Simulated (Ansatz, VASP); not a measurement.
Two plane-wave programs on Lu

```
Lu
1.0
    -1.97078    1.97078    1.62264
     1.97078   -1.97078    1.62264
     1.97078    1.97078   -1.62264
Lu
1
Direct
  0.00000 0.00000 0.00000
```

Alike in both runs: task single point; functional r2SCAN; k mesh 13 × 13 × 13; occupations fermi-dirac, width 0.0808 eV; no spin polarisation.

|  | VASP | Ansatz |
| --- | --- | --- |
| version | VASP 6.6.1 | Ansatz 0.2.0 |
| potentials or method | VASP PAW PBE potentials, release 64 (Lu), cutoff 520 eV | PAW plane waves |
| valence electrons in the cell | 25 | 25 |

```tsv
	VASP	Ansatz	Ansatz less VASP
pressure (GPa)	9.1	8.7	-0.44
traceless stress, the component that is largest in VASP (GPa)	4.46	4.36	-0.104
```

VASP's potentials were made for PBE, not for r2SCAN. With one functional, cell and mesh, what is left measures potentials, basis and numerics.

Neither program's run includes spin-orbit coupling.
